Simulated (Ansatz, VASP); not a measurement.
# Cl: VASP beside Ansatz

Contents of INCAR:

```
PREC = Accurate ; ENCUT = 520
EDIFF = 1E-6 ; ISMEAR = -1
SIGMA = 0.1 ; LREAL = False
LASPH = True ; NELM = 80
ALGO = Normal ; ISIF = 2
LWAVE = False ; LCHARG = True
GGA = PS ; LELF = True
LVHAR = True ; NBANDS = 14
```

Contents of KPOINTS:

```
regular mesh
0
Gamma
  12 12 12
```

POSCAR

```
Cl
1.0
    0.0000000000      3.1576342011      3.1576342011
    3.1576342011      0.0000000000      3.1576342011
    3.1576342011      3.1576342011      0.0000000000
Cl
2
Direct
   -0.1250000000     -0.1250000000     -0.1250000000
    0.1250000000      0.1250000000      0.1250000000
```

Input for Ansatz:

```yaml
crystal:
  lattice:
    - [0.0, 3.1576342011, 3.1576342011]
    - [3.1576342011, 0.0, 3.1576342011]
    - [3.1576342011, 3.1576342011, 0.0]
  atoms:
    - { symbol: Cl, position: [-0.125, -0.125, -0.125] }
    - { symbol: Cl, position: [0.125, 0.125, 0.125] }
kpoints:
  mp_grid: { grid: [12, 12, 12] }
  band_path:
    path:
      - [0.0, 0.0, 0.0]
      - [0.5, 0.0, 0.5]
      - [0.625, 0.25, 0.625]
      - [0.375, 0.375, 0.75]
      - [0.0, 0.0, 0.0]
      - [0.5, 0.5, 0.5]
      - [0.5, 0.25, 0.75]
      - [0.5, 0.0, 0.5]
    npoints: 14
scf:
  occupations: { method: fermi_dirac, width: 0.1 }
hamiltonian:
  xc: pbesol
  pseudopotentials: { kind: all_electron, lapw: { basis_error: 0.001 } }
output:
  forces: true
  stress: true
  eigenvalues: true
  populations: true
  dos: { projected: true, de: 0.2, e_range: [-14, 8] }
```

Alike in both runs: task single point; functional PBEsol; k mesh 12 × 12 × 12; occupations fermi-dirac, width 0.1 eV; no spin polarisation.

```csv
,VASP,Ansatz
version,VASP 6.6.1,Ansatz 0.2.0
potentials or method,"VASP PAW PBE potentials, release 64 (Cl), cutoff 520 eV","all-electron LAPW, scalar-relativistic"
```

|  | VASP | Ansatz | Ansatz less VASP |
| --- | --- | --- | --- |
| pressure (GPa) | 0.0 | 0.0 | +0.04 |

VASP's potentials were made for PBE, not for PBEsol. Ansatz ran all-electron here, and VASP with PAW potentials.
